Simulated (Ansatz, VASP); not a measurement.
## HgTe: VASP beside Ansatz

```xyz
2
Lattice="0.0000 3.2859 3.2859 3.2859 0.0000 3.2859 3.2859 3.2859 0.0000" Properties=species:S:1:pos:R:3 pbc="T T T"
Hg    0.0000    0.0000    0.0000
Te    1.6430    1.6430    1.6430
```

Alike in both runs: task single point; functional r2SCAN; dispersion rVV10; k mesh 6 × 6 × 6; occupations gaussian, width 0.05 eV; no spin polarisation.

|  | VASP | Ansatz |
| --- | --- | --- |
| version | VASP 6.6.1 | Ansatz 0.2.0 |
| potentials or method | VASP PAW PBE potentials, release 64 (Hg, Te), cutoff 520 eV | scalar-relativistic, plane waves, PAW |
| valence electrons in the cell | 18 | 36 |

```tsv
	VASP	Ansatz	Ansatz less VASP
gap on the k mesh at the Fermi level (eV)	none	none	-
pressure (GPa)	-0.6	-0.8	-0.25
```

VASP's potentials were made for PBE, not for r2SCAN. A gap of «none» marks a metal or a gap that the smearing closes. VASP's potentials hold 18 valence electrons a cell and Ansatz's 36, so a difference there can come from the potentials and not from the codes.

Neither program's run includes spin-orbit coupling.
